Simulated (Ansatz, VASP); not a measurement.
Two plane-wave programs on SnS2

```
Sn S
1.0
     3.53925    0.00000    0.00000
    -1.76963    3.06508    0.00000
     0.00000    0.00000    5.70715
Sn S
1 2
Cartesian
  0.0000 0.0000 0.0000
  0.0000 2.0434 1.4268
  1.7696 1.0217 4.2804
```

Alike in both runs: task single point; functional PBE; k mesh 6 × 6 × 4; no spin polarisation.

|  | VASP | Ansatz |
| --- | --- | --- |
| version | VASP 6.6.1 | Ansatz 0.2.0 |
| potentials or method | VASP PAW PBE potentials, release 64 (Sn_d, S), cutoff 500 eV | plane waves, PAW |
| occupations | gaussian, width 0.01 eV | fixed |
| valence electrons in the cell | 26 | 26 |

|  | VASP | Ansatz | Ansatz less VASP |
| --- | --- | --- | --- |
| pressure (GPa) | 13.3 | 13.5 | +0.17 |
| traceless stress, the component that is largest in VASP (GPa) | -0.90 | -0.93 | -0.036 |
